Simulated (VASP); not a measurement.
Input of a VASP 6.6.1 run:

The input INCAR:

```
ALGO = Normal
EDIFF = 1E-6
ENCUT = 500
GGA = PE
GGA_COMPAT = F
ISIF = 2
ISMEAR = 0
LASPH = T
LCHARG = F
LREAL = F
LWAVE = F
NBANDS = 11
NELM = 120
PREC = Accurate
SIGMA = 0.01
```

File KPOINTS:

```
k-points
0
Gamma
  6 6 6
```

The input POSCAR:

```
AlP
1.0
    0.0000000000      2.7259726867      2.7259726867
    2.7259726867      0.0000000000      2.7259726867
    2.7259726867      2.7259726867      0.0000000000
Al P
1 1
Direct
    0.0000000000      0.0000000000      0.0000000000
    0.2500000000      0.2500000000      0.2500000000
```

Potentials or basis: VASP PAW PBE potentials, release 64 (Al, P).

The run is started by

```sh
$ cat potpaw_PBE.64/Al/POTCAR potpaw_PBE.64/P/POTCAR > POTCAR
$ mpirun -np 1 vasp_std > vasp.out
```

Problem. Predict the band gap on the k mesh.

Solution. 1.57 eV, indirect (least direct gap 3.34 eV).

Problem. What does it give for the pressure?

Solution. 2.6 GPa.

 A k mesh can miss the band edges.
